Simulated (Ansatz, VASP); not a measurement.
## One calculation of GaN, two programs

Contents of INCAR:

```
SYSTEM = GaN
  PREC = Accurate
  ENCUT = 600
  EDIFF = 1E-6
  ISMEAR = 0
  SIGMA = 0.01
  LREAL = .FALSE.
  LASPH = .TRUE.
  NELM = 120
  ALGO = Normal
  ISIF = 2
  LWAVE = .FALSE.
  LCHARG = .FALSE.
  NBANDS = 16
  GGA_COMPAT = .FALSE.
```

KPOINTS

```
Automatic mesh
0
G
  8 8 8
  0 0 0
```

POSCAR

```
GaN
1.0
    0.0000000000      2.2535005000      2.2535005000
    2.2535005000      0.0000000000      2.2535005000
    2.2535005000      2.2535005000      0.0000000000
Ga N
1 1
Direct
    0.0000000000      0.0000000000      0.0000000000
    0.2500000000      0.2500000000      0.2500000000
```

Input for Ansatz:

```yaml
crystal:
  lattice:
    bravais: fcc
    a: 4.507001
  space_group: 216
  atoms:
    - { symbol: Ga, position: [0.0, 0.0, 0.0] }
    - { symbol: "N", position: [0.25, 0.25, 0.25] }
  reduce_to_primitive: true
basis:
  ecutwfc: 600.0
kpoints:
  mp_grid:
    grid: [8, 8, 8]
hamiltonian:
  xc: lda
scf:
  occupations:
    method: fixed
output:
  forces: true
  stress: true
```

Alike in both runs: task single point; functional LDA; k mesh 8 × 8 × 8; no spin polarisation.

```csv
,VASP,Ansatz
version,VASP 6.6.1,Ansatz 0.2.0
potentials or method,"VASP PAW LDA potentials, release 64 (Ga_d, N), cutoff 600 eV","plane waves, PAW"
occupations,"gaussian, width 0.01 eV",fixed
valence electrons in the cell,18,18
```

```csv
,VASP,Ansatz,Ansatz less VASP
pressure (GPa),-5.6,-6.5,-0.92
```

LDA's correlation is that of Perdew and Zunger in VASP and of Perdew and Wang (1992) in Ansatz.
